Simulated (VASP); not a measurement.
# ScAlSbP3 (P-6m2) in VASP: a series of runs, part 2 of 2

VASP 6.6.1.

## Step 5: Single point, PBE, collinear spin

This run uses another cell than the first one, of 21.17 Å³/atom.

Input file INCAR:

```
SYSTEM = ScAlSbP3
ALGO = Normal ; EDIFF = 1E-7
ENCUT = 520 ; GGA = PE
ISIF = 2 ; ISMEAR = 0
ISPIN = 2 ; LASPH = .TRUE.
LCHARG = .FALSE. ; LMAXMIX = 4
LORBIT = 11 ; LREAL = .FALSE.
LWAVE = .FALSE. ; MAGMOM = 0.44 0 0 0 0 0
NBANDS = 30 ; NELM = 150
PREC = Accurate ; SIGMA = 0.1
```

Input file KPOINTS:

```
k-points
0
G
  6 6 10
  0 0 0
```

Input file POSCAR:

```
ScAlSbP3
1.0
    5.3107748563      0.0000000000      0.0000000000
   -2.6553874281      4.5992659393      0.0000000000
    0.0000000000      0.0000000000      5.1995882214
Sc Al Sb P
1 1 1 3
Direct
    0.0000000000      0.0000000000      0.0000000000
    0.6666666667      0.3333333333      0.0000000000
    0.3333333333      0.6666666667      0.0000000000
    0.9459716477      0.4729858239      0.5000000000
    0.5270141761      0.4729858239      0.5000000000
    0.5270141761      0.0540283523      0.5000000000
```

Potentials or basis: VASP PAW PBE potentials, release 64 (Sc_sv, Al, Sb, P).

The run is started by

```sh
$ cat potpaw_PBE.64/Sc_sv/POTCAR potpaw_PBE.64/Al/POTCAR potpaw_PBE.64/Sb/POTCAR potpaw_PBE.64/P/POTCAR > POTCAR
$ mpirun -np 1 vasp_std > vasp.out
```

OUTCAR:

```text
SYSTEM = ScAlSbP3
   EDIFF = 1E-7
   ENCUT = 520
   GGA = PE
   ISIF = 2
   ISMEAR = 0
   ISPIN = 2
   LASPH = .TRUE.
   LORBIT = 11
   LREAL = .FALSE.
   NELM = 150
   PREC = Accurate

 ion  position               nearest neighbor table
   1  0.000  0.000  0.000-   2 3.07   3 3.07   3 3.07   2 3.07   2 3.07   3 3.07
   2  0.667  0.333  0.000-   6 2.90   6 2.90   4 2.90   4 2.90   5 2.90   5 2.90   3 3.07   1 3.07
                             3 3.07   1 3.07   1 3.07   3 3.07
   3  0.333  0.667  0.000-   2 3.07   1 3.07   2 3.07   1 3.07   1 3.07   2 3.07   6 3.15   6 3.15
                             5 3.15   5 3.15   4 3.15   4 3.15
   4  0.946  0.473  0.500-   6 2.22   5 2.22   2 2.90   2 2.90   3 3.15   3 3.15
   5  0.527  0.473  0.500-   6 2.22   4 2.22   2 2.90   2 2.90   3 3.15   3 3.15
   6  0.527  0.054  0.500-   5 2.22   4 2.22   2 2.90   2 2.90   3 3.15   3 3.15

  LATTYP: Found a hexagonal cell.
 ALAT       =     5.3107748563
 C/A-ratio  =     0.9790639525

  Lattice vectors:

 A1 = (   5.3107748563,   0.0000000000,   0.0000000000)
 A2 = (  -2.6553874281,   4.5992659393,   0.0000000000)
 A3 = (   0.0000000000,   0.0000000000,   5.1995882214)

Analysis of symmetry for initial positions (statically):
=====================================================================
 Subroutine PRICEL returns:
[... 1757 lines left out ...]
  external PRESSURE =      -1.0748748 kB  Pullay stress =       0.0000000 kB

 VOLUME and BASIS-vectors are now :
 -----------------------------------------------------------------------------
  energy-cutoff  :      520.00
  volume of cell :      127.00
      direct lattice vectors                 reciprocal lattice vectors
     5.310774856  0.000000000  0.000000000     0.188296440  0.108713000  0.000000000
    -2.655387428  4.599265939  0.000000000     0.000000000  0.217426001  0.000000000
     0.000000000  0.000000000  5.199588221     0.000000000  0.000000000  0.192322922

 POSITION                                       TOTAL-FORCE (eV/Angst)
 -----------------------------------------------------------------------------------
      0.00000      0.00000      0.00000        -0.000000     -0.000000      0.000000
      2.65539      1.53309      0.00000        -0.000000     -0.000000      0.000000
     -0.00000      3.06618      0.00000        -0.000000     -0.000000      0.000000
      3.76788      2.17539      2.59979        -0.074179     -0.042827      0.000000
      1.54289      2.17539      2.59979         0.074179     -0.042827      0.000000
      2.65539      0.24849      2.59979         0.000000      0.085655     -0.000000
 -----------------------------------------------------------------------------------
    total drift:                                0.000000     -0.000000     -0.000000

  FREE ENERGIE OF THE ION-ELECTRON SYSTEM (eV)
  ---------------------------------------------------
  free  energy   TOTEN  =       -28.9373690529 eV

  energy  without entropy=      -28.9269277002  energy(sigma->0) =      -28.93214838

 total charge

# of ion       s       p       d       tot
------------------------------------------
    1        2.181   6.063   1.030   9.273
    2        0.497   0.249   0.000   0.746
    3        1.207   1.138   0.053   2.399
    4        1.124   1.293   0.000   2.417
    5        1.124   1.293   0.000   2.417
    6        1.124   1.293   0.000   2.417
--------------------------------------------------
tot          7.258  11.328   1.083  19.669

 magnetization (x)

# of ion       s       p       d       tot
------------------------------------------
    1       -0.000  -0.000   0.000   0.000
    2        0.000  -0.000   0.000   0.000
    3        0.000   0.000  -0.000   0.000
    4       -0.000   0.000   0.000   0.000
    5       -0.000   0.000   0.000   0.000
    6       -0.000   0.000   0.000   0.000
--------------------------------------------------
tot          0.000   0.000   0.000   0.000
```

OSZICAR:

```text
N       E                     dE             d eps       ncg     rms          rms(c)
DAV:   1     0.228534600737E+03    0.22853E+03   -0.12632E+04  5040   0.981E+02
DAV:   2    -0.932954470457E+01   -0.23786E+03   -0.22586E+03  5062   0.278E+02
DAV:   3    -0.301352362052E+02   -0.20806E+02   -0.19542E+02  7440   0.726E+01
DAV:   4    -0.311717199178E+02   -0.10365E+01   -0.10221E+01  6926   0.168E+01
DAV:   5    -0.312073080027E+02   -0.35588E-01   -0.35538E-01  6856   0.332E+00    0.113E+01
DAV:   6    -0.292006149221E+02    0.20067E+01   -0.68731E+00  7356   0.165E+01    0.578E+00
DAV:   7    -0.290487396763E+02    0.15188E+00   -0.21255E+00  7902   0.100E+01    0.404E+00
DAV:   8    -0.289829500867E+02    0.65790E-01   -0.75755E-01  7380   0.583E+00    0.152E+00
DAV:   9    -0.289372778973E+02    0.45672E-01   -0.22025E-01  7220   0.319E+00    0.358E-01
DAV:  10    -0.289370065718E+02    0.27133E-03   -0.79158E-03  6890   0.467E-01    0.200E-01
DAV:  11    -0.289372465765E+02   -0.24000E-03   -0.11610E-03  7156   0.181E-01    0.110E-01
DAV:  12    -0.289373257899E+02   -0.79213E-04   -0.16244E-04  7972   0.767E-02    0.606E-02
DAV:  13    -0.289373588648E+02   -0.33075E-04   -0.70186E-05  6204   0.525E-02    0.151E-02
DAV:  14    -0.289373675442E+02   -0.86794E-05   -0.19382E-05  7168   0.245E-02    0.781E-03
DAV:  15    -0.289373689998E+02   -0.14556E-05   -0.10799E-05  7064   0.213E-02    0.482E-03
DAV:  16    -0.289373690093E+02   -0.94592E-08   -0.24986E-06  6886   0.100E-02    0.139E-03
DAV:  17    -0.289373690529E+02   -0.43669E-07   -0.30834E-07  5986   0.301E-03
   1 F= -.28937369E+02 E0= -.28932148E+02  d E =-.104414E-01  mag=    -0.0000
```

Wall time 5 min (1 thread of Intel Xeon Platinum 8488C (Sapphire Rapids), shared host); peak memory 0.47 GiB.

Results:

- Free energy: -28.9374 eV
- Pressure: -0.1 GPa
- Largest force: 0.086 eV/Å
- Band gap on the k mesh: zero (filled and empty bands overlap)
- Net moment: 0.00 μB per cell
- Valence electrons inside the program's atomic spheres: Sc 9.27; Al 0.75; Sb 2.40; P 2.42

Forces on the atoms (eV/Å):
```
Sc   0.000  0.000  0.000
Al   0.000  0.000  0.000
Sb   0.000  0.000  0.000
P   -0.074 -0.043  0.000
P    0.074 -0.043  0.000
P    0.000  0.086  0.000
```

Caveat: spin-orbit coupling is left out, which moves the levels of the heavy elements.

## Step 6: Summary

```tsv
task	spin	cell	k mesh	cutoff (eV)	gap on the mesh (eV)	pressure (GPa)	moment (μB)	largest force (eV/Å)
relaxation of cell and atoms	off	relaxed from a = 6.185, b = 6.185, c = 3.857 Å, angles 90.0, 90.0, 120.0°, 6 atoms, atomic positions A	3 × 3 × 4	600	none	0.0	-	0.02
single point	collinear	a = 6.094, b = 6.094, c = 3.846 Å, angles 90.0, 90.0, 120.0°, 6 atoms, atomic positions B	3 × 3 × 4	520	none	0.2	0.56	0.05
single point	off	a = 5.302, b = 5.302, c = 5.243 Å, angles 90.0, 90.0, 120.0°, 6 atoms, atomic positions C	12 × 12 × 8	520	none	-0.1	-	0.09
single point	collinear	a = 5.311, b = 5.311, c = 5.200 Å, angles 90.0, 90.0, 120.0°, 6 atoms, atomic positions C	6 × 6 × 10	520	none	-0.1	0.00	0.09
```

Alike in all rows: level PBE; potentials or basis VASP PAW PBE potentials, release 64 (Sc_sv, Al, Sb, P); smearing gaussian 0.1 eV.

Caveats: some runs use coarse meshes; spin-orbit coupling is left out, which moves the levels of the heavy elements.

Absolute energies hang on the potentials; compare differences alone.
